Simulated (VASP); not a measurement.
A run of VASP 6.6.1:

File INCAR:

```
ALGO = Normal
EDIFF = 1E-6
ENCUT = 520
GGA = PE
ISIF = 2
ISMEAR = -1
LASPH = True
LCHARG = False
LREAL = False
LWAVE = False
NBANDS = 16
NELM = 80
PREC = Accurate
SIGMA = 0.05
```

File KPOINTS:

```
k-points
0
Gamma
  12 12 6
```

The input POSCAR:

```
BN
1.0
    2.2861350323      0.0000000000      0.0000000000
   -1.1430675162      1.9798510145      0.0000000000
    0.0000000000      0.0000000000      3.7979837296
B N
2 2
Direct
    0.3333333333      0.6666666667      0.0018888074
    0.6666666667      0.3333333333      0.5018888074
    0.3333333333      0.6666666667      0.3741111926
    0.6666666667      0.3333333333      0.8741111926
```

Potentials or basis: VASP PAW PBE potentials, release 64 (B, N).

Command:

```console
$ cat potpaw_PBE.64/B/POTCAR potpaw_PBE.64/N/POTCAR > POTCAR
$ mpirun -np 1 vasp_std > vasp.out
```

Hardware: 1 thread of Intel(R) Xeon(R) 6975P-C (Granite Rapids) (shared host).

How long does it take, and how much memory?

Run time: 8.7 s on 1 thread of Intel(R) Xeon(R) 6975P-C (Granite Rapids), on a shared host, peak memory 0.12 GiB. Counts: scf iterations 12, k points 76.
